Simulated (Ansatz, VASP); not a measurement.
## One calculation of NiO, two programs

```xyz
2
Lattice="0.0000 2.0950 2.0950 2.0950 0.0000 2.0950 2.0950 2.0950 0.0000" Properties=species:S:1:pos:R:3 pbc="T T T"
Ni    0.0000    0.0000    0.0000
O     2.0950    2.0950    2.0950
```

Alike in both runs: functional PBE; k mesh 19 × 19 × 19; occupations fermi-dirac, width 0.05 eV; collinear spin.

Ansatz relaxed the structure, and its values are those at the end. VASP's run is a single point on that final structure, the one shown.

```csv
,VASP,Ansatz
version,VASP 6.6.1,Ansatz 0.2.0
potentials or method,"VASP PAW PBE potentials, release 64 (Ni, O)","plane-wave PAW, scalar-relativistic"
plane-wave cutoff (eV),520,420
valence electrons in the cell,16,24
```

|  | VASP | Ansatz | Ansatz less VASP |
| --- | --- | --- | --- |
| pressure (GPa) | 2.8 | 3.2 | +0.43 |
| net moment per atom (μB) | 0.86 | 0.88 | +0.018 |
| size of the moment on the site where the two differ most (μB) | 0.26 | 0.28 | +0.022 |

Site moments also hang on the region over which each program counts them. VASP's potentials hold 16 valence electrons a cell and Ansatz's 24, so a difference there can come from the potentials and not from the codes. Ansatz's warnings: stress scf threshold loose.
